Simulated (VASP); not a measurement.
# AlSi23HO48 (a cell with a defect) in VASP: notebook, part 2 of 2

VASP 6.6.1. Earlier steps stand in the parts before.

## Step 3: Single point, PBE+D3(BJ)

Input file INCAR:

```
  ALGO = Normal
  EDIFF = 1E-6
  ENCUT = 520
  GGA = PE
  ISIF = 2
  ISMEAR = 0
  IVDW = 12
  LASPH = True
  LCHARG = False
  LREAL = Auto
  LWAVE = False
  NBANDS = 234
  NELM = 80
  PREC = Accurate
  SIGMA = 0.02
```

Input file KPOINTS:

```
k-points
0
Gamma
  1 1 1
```

Input file POSCAR:

```
AlSi23HO48
1.0
    9.8316000000      0.0000000000      0.0000000000
   -4.9158000000      8.5144150000      0.0000000000
    0.0000000000      0.0000000000     10.8182000000
Si O Al H
23 48 1 1
Direct
    0.2665240000      0.0059135000      0.1655480000
    0.0047801000      0.2668430000      0.3336890000
    0.2385990000      0.2405240000      0.9993619200
    0.2643930000      0.9914680000      0.6636310000
    0.9894460000      0.2647620000      0.8359160000
    0.2293890000      0.2223500000      0.5039390000
    0.2727950000      0.5039720000      0.1701260000
    0.0007480400      0.7714690000      0.3320030000
    0.2399190000      0.7394080000      0.0036103000
    0.0005861100      0.7613600000      0.8352580000
    0.2367220000      0.7327650000      0.4952940000
    0.7737470000      0.0013135000      0.1675400000
    0.4994380000      0.2689920000      0.3361520000
    0.7231280000      0.2276360000      0.0052600000
    0.7672260000      0.0003560100      0.6682640000
    0.4965340000      0.2621350000      0.8323230000
    0.7339230000      0.2294280000      0.4977480000
    0.7650270000      0.5009460000      0.1701520000
    0.5060110000      0.7694440000      0.3373120000
    0.7350110000      0.7342260000      0.0017393000
    0.7695000000      0.4946490000      0.6683140000
    0.5049940000      0.7715690000      0.8364450000
    0.7366290000      0.7353900000      0.5035120000
    0.0669300000      0.1970330000      0.4418620000
    0.3005170000      0.3678670000      0.1107810000
    0.1415150000      0.4331920000      0.2788680000
    0.2055230000      0.0726220000      0.0529050000
    0.3638220000      0.2956960000      0.3956590000
    0.4304760000      0.1432870000      0.2228400000
    0.0774410000      0.2214290000      0.9403120000
    0.2816500000      0.3345550000      0.6226230000
    0.1127490000      0.4436080000      0.7736440000
    0.2025460000      0.0517640000      0.5480320000
    0.3666400000      0.3006510000      0.8886370000
    0.4259760000      0.1307370000      0.7237120000
    0.0744250000      0.7148220000      0.4404160000
    0.2990230000      0.8705150000      0.1122040000
    0.1321980000      0.9367910000      0.2719290000
    0.2122820000      0.5747800000      0.0606630000
    0.3722160000      0.8059320000      0.3878360000
    0.4380460000      0.6385040000      0.2276310000
    0.0725450000      0.7073100000      0.9477570000
    0.2961460000      0.8548910000      0.6125940000
    0.1305640000      0.9238230000      0.7720150000
    0.2046780000      0.5650810000      0.5413850000
    0.3666500000      0.8003610000      0.8916470000
    0.4446260000      0.6419540000      0.7304500000
    0.5694620000      0.2032300000      0.4422660000
    0.7877240000      0.3607110000      0.1128000000
    0.6375250000      0.4354250000      0.2820770000
    0.7013660000      0.0652280000      0.0614060000
    0.8647800000      0.2916250000      0.3887050000
    0.9390500000      0.1430300000      0.2186820000
    0.5593170000      0.1980150000      0.9456520000
    0.7972430000      0.3592890000      0.6087090000
    0.6382200000      0.4247080000      0.7766210000
    0.7041580000      0.0647460000      0.5563510000
    0.8528310000      0.2900690000      0.8935630000
    0.9329220000      0.1411050000      0.7233450000
    0.5690300000      0.7046840000      0.4500810000
    0.8090660000      0.8707120000      0.1071580000
    0.6493380000      0.9307470000      0.2810300000
    0.7023520000      0.5687240000      0.0603190000
    0.8621690000      0.7960110000      0.3902950000
    0.9317650000      0.6379980000      0.2237340000
    0.5714880000      0.7153310000      0.9525590000
    0.7999120000      0.8658140000      0.6135890000
    0.6435860000      0.9394650000      0.7823920000
    0.7160940000      0.5738100000      0.5617710000
    0.8581930000      0.7836980000      0.8863920000
    0.9385760000      0.6183740000      0.7325650000
    0.2790850000      0.5026830000      0.6579390000
    0.0389346800      0.5237600300      0.7531024500
```

Potentials or basis: VASP PAW PBE potentials, release 64 (Si, O, Al, H).

Run with:

```
> cat potpaw_PBE.64/Si/POTCAR potpaw_PBE.64/O/POTCAR potpaw_PBE.64/Al/POTCAR potpaw_PBE.64/H/POTCAR > POTCAR
> mpirun -np 1 vasp_gam > vasp.out
```

OUTCAR:

```text
EDIFF = 1E-6
   ENCUT = 520
   GGA = PE
   ISIF = 2
   ISMEAR = 0
   IVDW = 12
   LASPH = True
   LREAL = Auto
   NELM = 80
   PREC = Accurate
 IVDW          = 12

 ion  position               nearest neighbor table
   1  0.267  0.006  0.166-  29 1.62  37 1.62  38 1.62  27 1.63   3 3.04   9 3.05   8 3.06  13 3.07

   2  0.005  0.267  0.334-  24 1.62  26 1.62  52 1.63  53 1.63  12 3.05   7 3.06  17 3.07   6 3.07

   3  0.239  0.241  0.999-  34 1.62  25 1.62  27 1.62  30 1.63  16 3.03   1 3.04   7 3.06   5 3.13

   4  0.264  0.991  0.664-  43 1.62  33 1.63  35 1.63  44 1.64   6 3.01  11 3.03  10 3.07  16 3.09

   5  0.989  0.265  0.836-  30 1.60  58 1.61  59 1.61  32 1.70  15 3.02  14 3.06   3 3.13
   6  0.229  0.222  0.504-  31 1.60  24 1.63  33 1.63  28 1.64   4 3.01  72 3.04  13 3.06   2 3.07

   7  0.273  0.504  0.170-  41 1.62  26 1.62  25 1.63  39 1.63  19 3.06   3 3.06   2 3.06   9 3.07

   8  0.001  0.771  0.332-  36 1.62  38 1.62  64 1.63  65 1.63  18 3.06   1 3.06  23 3.06  11 3.09
[... 31 lines left out ...]
  24  0.067  0.197  0.442-   2 1.62   6 1.63
  25  0.301  0.368  0.111-   3 1.62   7 1.63
  26  0.142  0.433  0.279-   2 1.62   7 1.62
  27  0.206  0.073  0.053-   3 1.62   1 1.63
[... 358 lines left out ...]
  band No.  band energies     occupation
      1     -18.4065      2.00000
      2     -18.0334      2.00000
      3     -17.8170      2.00000
      4     -17.7857      2.00000
      5     -17.7119      2.00000
      6     -17.6678      2.00000
[... 196 lines left out ...]
    203       9.9041      0.00000
    204       9.9646      0.00000
 [bands above 204 left out]

------------------------ aborting loop because EDIFF is reached ----------------------------------------

 Edisp (eV)  -10.43483

 E8    (eV) :    -3.5415

  FORCE on cell =-STRESS in cart. coord.  units (eV):
  Direction    XX          YY          ZZ          XY          YZ          ZX
  --------------------------------------------------------------------------------------
  -------------------------------------------------------------------------------------
  Total      -2.18951     3.76451     5.18896     3.65431     2.42844    -0.56291
  in kB      -3.87369     6.66017     9.18030     6.46520     4.29639    -0.99591
  external pressure =        3.99 kB  Pullay stress =        0.00 kB

 VOLUME and BASIS-vectors are now :
 -----------------------------------------------------------------------------
  energy-cutoff  :      520.00
  volume of cell :      905.60
      direct lattice vectors                 reciprocal lattice vectors
     9.831600000  0.000000000  0.000000000     0.101712844  0.058723941  0.000000000
    -4.915800000  8.514415000  0.000000000     0.000000000  0.117447881  0.000000000
     0.000000000  0.000000000 10.818200000     0.000000000  0.000000000  0.092436819

 POSITION                                       TOTAL-FORCE (eV/Angst)
 -----------------------------------------------------------------------------------
      2.59129      0.05035      1.79093         0.008307      0.030136     -0.020746
     -1.26475      2.27201      3.60991         0.031685      0.024654      0.002386
      1.16344      2.04792     10.81130        -0.204563      0.035867     -0.087887
     -2.27445      8.44177      7.17929         0.086736      0.114599     -0.099288
      8.42632      2.25429      9.04311         0.161309      1.037983     -0.465666
      1.16223      1.89318      5.45171        -0.068961      0.074248      0.052138
[... 65 lines left out ...]
      0.27276      4.28005      7.11772        -0.535168     -0.187144      0.480582
     -2.19191      4.45951      8.14721         2.503823     -1.687965      0.487934
 -----------------------------------------------------------------------------------
    total drift:                                0.009095      0.011852      0.004558

  FREE ENERGIE OF THE ION-ELECTRON SYSTEM (eV)
  ---------------------------------------------------
  free  energy   TOTEN  =      -579.7545873725 eV

  energy  without entropy=     -579.7545873725  energy(sigma->0) =     -579.75458737
```

stdout:

```text
POSCAR found type information on POSCAR SiO AlH
 POSCAR found :  4 types and      73 ions
 scaLAPACK will be used
 LDA part: xc-table for (Slater+PW92), standard interpolation
 POSCAR, INCAR and KPOINTS ok, starting setup
 FFT: planning ... GRIDC
 FFT: planning ... GRID_SOFT
 FFT: planning ... GRID
 WAVECAR not read
 entering main loop
```

Run time: 15 min. Hardware: 1 thread of AMD EPYC 7R43 (Zen 3), shared host; peak memory 0.88 GiB.

What came out:

```
Free energy                : -579.7546 eV
Pressure                   : 0.4 GPa
Largest force              : 3.229 eV/Å
Band gap on the k mesh     : 5.18 eV
Dispersion energy per atom : -0.143 eV
```

Forces in eV/Å, atoms in the order of the input:
```
Si   0.008  0.030 -0.021
Si   0.032  0.025  0.002
Si  -0.205  0.036 -0.088
Si   0.087  0.115 -0.099
Si   0.161  1.038 -0.466
Si  -0.069  0.074  0.052
Si  -0.003 -0.023 -0.049
Si   0.004  0.037 -0.041
Si   0.189 -0.095 -0.001
Si   0.004  0.751  0.717
Si   0.115 -0.101 -0.027
Si  -0.008  0.051 -0.022
Si  -0.041  0.001 -0.020
Si   0.124 -0.001 -0.109
Si   0.080  0.165  0.116
Si  -0.101 -0.086  0.118
Si   0.051 -0.110 -0.072
Si   0.041 -0.054  0.002
Si  -0.017  0.004 -0.024
Si  -0.154 -0.036  0.111
Si  -0.590 -0.724 -0.434
Si  -0.070 -0.048 -0.067
Si  -0.123  0.119 -0.070
O    0.000 -0.014 -0.018
O    0.016  0.008  0.029
O   -0.005 -0.007  0.010
O    0.042 -0.046  0.028
O    0.020 -0.012 -0.017
O    0.006  0.008  0.008
O    0.143 -0.140  0.192
O    0.119 -0.055 -0.087
O   -2.743  1.613 -0.552
O    0.024 -0.062  0.022
O    0.094 -0.007 -0.028
O   -0.011 -0.007 -0.004
O   -0.039  0.006  0.030
O   -0.030 -0.011 -0.014
O   -0.001 -0.021  0.012
O   -0.013  0.045  0.039
O   -0.020  0.028  0.000
O    0.013  0.028  0.023
O   -0.182 -0.015 -0.193
O   -0.050  0.003  0.036
O   -0.066 -0.191  0.005
O   -0.032  0.096 -0.153
O   -0.040  0.034  0.033
O    0.106  0.080 -0.027
O    0.013  0.023  0.028
O   -0.037  0.035  0.035
O    0.007  0.014  0.005
O    0.010 -0.038  0.040
O   -0.038 -0.001  0.025
O   -0.004 -0.003  0.010
O   -0.052  0.021 -0.035
O   -0.060  0.199  0.112
O    0.174  0.192 -0.089
O   -0.032  0.020 -0.030
O   -0.284 -0.115  0.194
O   -0.082 -0.296 -0.116
O    0.039 -0.006  0.018
O    0.032 -0.037 -0.038
O    0.006 -0.015  0.008
O    0.015  0.023 -0.035
O   -0.003 -0.027  0.027
O   -0.004  0.017  0.009
O    0.058  0.012  0.022
O    0.053 -0.098 -0.034
O   -0.013 -0.019  0.011
O    0.165 -0.007  0.174
O    0.168 -0.095 -0.200
O    1.033 -0.449  0.006
Al  -0.535 -0.187  0.481
H    2.504 -1.688  0.488
```

Stress tensor (GPa, compression positive):
```
-0.39  0.65 -0.10
 0.65  0.67  0.43
-0.10  0.43  0.92
```

Caveat: the k points lie up to 0.74 Å⁻¹ apart.
